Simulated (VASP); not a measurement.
Mg3Cd2Te3, 8 atoms in the cell. Symmetry: R-3m, No. 166, trigonal system. The conventional cell has a = 5.957 Å, b = 5.957 Å, c = 26.158 Å, α = 90.00°, β = 90.00°, γ = 120.00°. Mg (site symmetry 2/m) has 2 Te at 2.98 Å and 4 Mg at 2.98 Å and 2 Cd at 3.23 Å within 3.9 Å. Within 3.9 Å of Cd (site symmetry 3m) lie 4 Te at 2.99 to 3.45 Å and 3 Mg at 3.23 Å. Within 3.9 Å of Te (site symmetry 3m) lie 4 Cd at 2.99 to 3.45 Å and 1 Te at 2.99 Å. Within 3.9 Å of Te (site symmetry -3m) lie 6 Mg at 2.98 Å and 2 Te at 2.99 Å. The cell was built from a structure type or drawn by symmetry, and may not be a known phase.

| Property | Result |
| --- | --- |
| Program | VASP 6.6.1 |
| Task | single point |
| Functional | PBE |
| Potentials or basis | VASP PAW PBE potentials, release 64 (Mg, Cd, Te) |
| Cutoff | 520 eV |
| k mesh | 3 × 3 × 3 |
| Occupations | gaussian, width 0.2 eV |
| Spin | no spin polarisation |
| Dipole correction | no |
| Further INCAR settings | ALGO = Normal; EDIFF = 1e-06; NBANDS = 34 |

Potentials or basis: VASP PAW PBE potentials, release 64 (Mg, Cd, Te).

Command:

```console
$ cat potpaw_PBE.64/Mg/POTCAR potpaw_PBE.64/Cd/POTCAR potpaw_PBE.64/Te/POTCAR > POTCAR
$ mpirun -np 1 vasp_std > vasp.out
```

Hardware: 1 thread of Intel Xeon 8259CL, on a shared host.

Task: How long does it take, and how much memory?

Result: It took 4.3 min on 1 thread of Intel Xeon 8259CL, on a shared host, peak memory 0.72 GiB. Counts: scf iterations 14, k points 6.
